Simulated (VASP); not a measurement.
Ag: single point with LDA

Crystal: Ag.

```
CELL_PARAMETERS angstrom
2.93000 0.00000 0.00000
-1.46500 2.53745 0.00000
0.00000 0.00000 4.83790
ATOMIC_POSITIONS crystal
Ag 0.33333 0.66667 0.25000
Ag 0.66667 0.33333 0.75000
```

This cell differs from its parent crystal: zz strain of +1 %.

```yaml
Program: VASP 6.6.1
Task: single point
Functional: LDA
Potentials_or_basis: VASP PAW LDA potentials, release 64 (Ag)
Cutoff: 520 eV
k_mesh: 14 × 14 × 8
Occupations: fermi-dirac, width 0.05 eV
Spin: no spin polarisation
```

| Quantity | Value |
| --- | --- |
| Pressure | -11.1 GPa |
| Band gap on the k mesh | zero (bands 11 and 12 overlap by 6.88 eV) |

Stress tensor (GPa, compression positive):
```
-10.79   0.00   0.00
  0.00 -10.79   0.00
  0.00   0.00 -11.83
```

Levels at points of the mesh, in eV from the Fermi level:
| k point | band 9 | band 10 | band 11 | band 12 | band 13 | band 14 |
| --- | --- | --- | --- | --- | --- | --- |
| (0.00, 0.00, 0.00) | -3.88 | -2.98 | -2.98 | -0.33 | 3.17 | 15.65 |
| (0.50, 0.00, 0.00) | -2.82 | -2.71 | 0.18 | 1.48 | 6.54 | 6.87 |
| (0.00, 0.00, 0.50) | -3.27 | -3.27 | -3.27 | -3.27 | 10.52 | 10.52 |
| (0.50, 0.00, 0.50) | -2.76 | -2.76 | 0.84 | 0.84 | 4.31 | 4.31 |

Run time: 63 s on 1 thread of Intel Xeon 8259CL, with other jobs on the host, peak memory 0.18 GiB.

Caveat: the cell differs from its parent crystal (zz strain of +1 %); the cell stands under tension.
